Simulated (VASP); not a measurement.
SnSe2: single point with PBEsol+D3(BJ)

Crystal: SnSe2.

```
CELL_PARAMETERS angstrom
4.11588 0.00000 0.00000
-2.05794 3.56446 0.00000
0.00000 0.00000 5.89152
ATOMIC_POSITIONS crystal
Sn 0.00000 0.00000 0.00000
Se 0.33333 0.66667 0.25000
Se 0.66667 0.33333 0.75000
```

This cell differs from its parent crystal: strain +0.080 along x and y, -0.040 along z.

```yaml
Program: VASP 6.6.1
Task: single point
Functional: PBEsol
Dispersion: D3(BJ)
Potentials_or_basis: VASP PAW PBE potentials, release 64 (Sn_d, Se)
Cutoff: 520 eV
k_mesh: 12 × 12 × 6
Occupations: gaussian, width 0.05 eV
Spin: no spin polarisation
```

| Quantity | Value |
| --- | --- |
| Pressure | -6.1 GPa |
| Largest force | 0.151 eV/Å |
| Dispersion energy per atom | -0.293 eV |

Forces on the atoms (eV/Å):
```
Sn   0.000  0.000  0.000
Se   0.000  0.000  0.151
Se   0.000  0.000 -0.151
```

Stress tensor (GPa, compression positive):
```
-8.07  0.00  0.00
 0.00 -8.07  0.00
 0.00  0.00 -2.23
```

Levels at points of the mesh, in eV from the Fermi level:
```
           k point  band 9  band 10  band 11  band 12  band 13  band 14  band 15  band 16  band 17  band 18
(0.00, 0.00, 0.00)   -1.51    -1.51    -1.30    -1.30    -0.55    -0.01     1.69     3.55     3.55     7.41
(0.50, 0.00, 0.00)   -4.18    -3.23    -2.87    -1.40    -0.82     0.35     2.89     4.55     5.00     6.73
(0.00, 0.00, 0.50)   -1.94    -1.62    -1.62    -1.09    -1.09     0.91     1.63     3.16     3.16     7.22
(0.50, 0.00, 0.50)   -4.78    -3.01    -1.95    -1.34    -1.33     0.48     3.48     4.71     5.45     5.98
```

Wall time 2.8 min on 1 thread of Intel(R) Xeon(R) Platinum 8488C (Sapphire Rapids), with other jobs on the host, peak memory 0.33 GiB.

Caveat: the cell differs from its parent crystal (strain +0.080 along x and y, -0.040 along z); the PAW data sets were made with another functional, which shifts forces and pressure a little; spin-orbit coupling is left out, which moves the levels of the heavy elements.
